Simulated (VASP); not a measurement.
# Tc (P6_3/mmc) in VASP: further runs, part 2 of 2

VASP 6.6.1.

### 4 Single point, BLYP

Input file INCAR:

```
AGGAC = 1.0 ; AGGAX = 1.0
ALDAC = 0.0 ; ALDAX = 1.0
ALGO = Normal ; EDIFF = 1E-6
ENCUT = 520 ; GGA = B5
ISIF = 2 ; ISMEAR = -1
LASPH = T ; LCHARG = F
LREAL = F ; LWAVE = F
NBANDS = 20 ; NELM = 80
PREC = Accurate ; SIGMA = 0.05
```

Input file KPOINTS:

```
k-points
0
Gamma
  6 6 4
```

Input file POSCAR:

```
Tc
1.0
    2.7400000000      0.0000000000      0.0000000000
   -1.3700000000      2.3729096064      0.0000000000
    0.0000000000      0.0000000000      4.3980000000
Tc
2
Direct
    0.6666666667      0.3333333333      0.7500000000
    0.3333333333      0.6666666667      0.2500000000
```

Potentials or basis: VASP PAW PBE potentials, release 64 (Tc_pv).

The run is started by

```bash
$ cat potpaw_PBE.64/Tc_pv/POTCAR > POTCAR
$ mpirun -np 1 vasp_std > vasp.out
```

OUTCAR:

```text
EDIFF = 1E-6
   ENCUT = 520
   GGA = B5
   ISIF = 2
   ISMEAR = -1
   LASPH = T
   LREAL = F
   NELM = 80
   PREC = Accurate

 ion  position               nearest neighbor table
   1  0.667  0.333  0.750-   2 2.71   2 2.71   2 2.71   2 2.71   2 2.71   2 2.71
   2  0.333  0.667  0.250-   1 2.71   1 2.71   1 2.71   1 2.71   1 2.71   1 2.71

  LATTYP: Found a hexagonal cell.
 ALAT       =     2.7400000000
 C/A-ratio  =     1.6051094891

  Lattice vectors:

 A1 = (   2.7400000000,   0.0000000000,   0.0000000000)
 A2 = (  -1.3700000000,   2.3729096064,   0.0000000000)
 A3 = (   0.0000000000,   0.0000000000,   4.3980000000)

Analysis of symmetry for initial positions (statically):
=====================================================================
 Subroutine PRICEL returns:
 Original cell was already a primitive cell.

 Routine SETGRP: Setting up the symmetry group for a
 hexagonal supercell.

[... 157 lines left out ...]
  ext. energy  EPLUGINS =         0.00000000
  ---------------------------------------------------
  free energy    TOTEN  =       -17.78077932 eV

  energy without entropy =      -17.75833562  energy(sigma->0) =      -17.76955747

 E-fermi :  13.1762     XC(G=0): -13.1360

 val. band max:       13.1556262081   @ k =   0.3333   0.3333   0.0000
 cond. band min:      13.1977001810   @ k =   0.3333   0.0000   0.5000
 fundamental gap:      0.0420739729
 Fermi energy:        13.1761944155

 k-point     1 :       0.0000    0.0000    0.0000
  band No.  band energies     occupation
      1     -26.1565      2.00000
      2     -25.0356      2.00000
      3     -25.0356      2.00000
      4     -24.8477      2.00000
      5     -24.8477      2.00000
      6     -24.8149      2.00000
[... 472 lines left out ...]
     19      25.0916      0.00000
     20      25.0916      0.00000

------------------------ aborting loop because EDIFF is reached ----------------------------------------

  FORCE on cell =-STRESS in cart. coord.  units (eV):
  Direction    XX          YY          ZZ          XY          YZ          ZX
  --------------------------------------------------------------------------------------
  -------------------------------------------------------------------------------------
  Total        3.0293680      3.0293680      2.6016931      0.0000000      0.0000000     -0.0000000
  in kB      169.7366515    169.7366515    145.7738640      0.0000000      0.0000000     -0.0000000
  external PRESSURE =     161.7490557 kB  Pullay stress =       0.0000000 kB

 VOLUME and BASIS-vectors are now :
 -----------------------------------------------------------------------------
  energy-cutoff  :      520.00
  volume of cell :       28.59
      direct lattice vectors                 reciprocal lattice vectors
     2.740000000  0.000000000  0.000000000     0.364963504  0.210711777  0.000000000
    -1.370000000  2.372909606  0.000000000     0.000000000  0.421423554  0.000000000
     0.000000000  0.000000000  4.398000000     0.000000000  0.000000000  0.227376080

 POSITION                                       TOTAL-FORCE (eV/Angst)
 -----------------------------------------------------------------------------------
      1.37000      0.79097      3.29850         0.000000     -0.000000      0.000000
     -0.00000      1.58194      1.09950        -0.000000      0.000000      0.000000
 -----------------------------------------------------------------------------------
    total drift:                               -0.000000      0.000000     -0.000000

  FREE ENERGIE OF THE ION-ELECTRON SYSTEM (eV)
  ---------------------------------------------------
  free  energy   TOTEN  =       -17.7807793150 eV

  energy  without entropy=      -17.7583356173  energy(sigma->0) =      -17.76955747
```

stdout:

```text
POSCAR found type information on POSCAR Tc
 POSCAR found :  1 types and       2 ions
 scaLAPACK will be used
 -----------------------------------------------------------------------------
|                                                                             |
|                                                                             |
|     You enforced a specific xc type in the INCAR file but a different       |
|     I HOPE YOU KNOW WHAT YOU ARE DOING!                                     |
|                                                                             |
 -----------------------------------------------------------------------------

 LDA part: xc-table for (Slater(with rela. corr.)+VWN5), standard interpolation
 POSCAR, INCAR and KPOINTS ok, starting setup
 FFT: planning ... GRIDC
 FFT: planning ... GRID_SOFT
 FFT: planning ... GRID
 WAVECAR not read
 entering main loop
```

Run time: 14 s. Hardware: 1 thread of Intel Xeon Platinum 8559C (Emerald Rapids), shared host; peak memory 0.14 GiB.

What came out:

```
Free energy            : -17.7808 eV
Pressure               : 16.2 GPa
Band gap on the k mesh : zero (band 13 reaches 15.03 eV, above the bottom of band 14 at 11.51 eV)
```

Caveat: the k points lie up to 0.44 Å⁻¹ apart; the PAW data sets were made with another functional, which shifts forces and pressure a little.

### 5 Summary

```csv
level,potentials or basis,gap on the mesh (eV),pressure (GPa)
LDA,"VASP PAW LDA potentials, release 64 (Tc_pv)",none,-11.1
PBE,"VASP PAW PBE potentials, release 64 (Tc_pv)",none,3.0
BLYP,"VASP PAW PBE potentials, release 64 (Tc_pv)",none,16.2
```

Alike in all rows: task single point; no spin polarisation; cell as given; k mesh 6 × 6 × 4; cutoff (eV) 520; smearing fermi-dirac 0.05 eV.

Caveats: all runs use coarse meshes; the PAW data sets were made with another functional, which shifts forces and pressure a little (some runs).

Absolute energies hang on the potentials; compare differences alone.
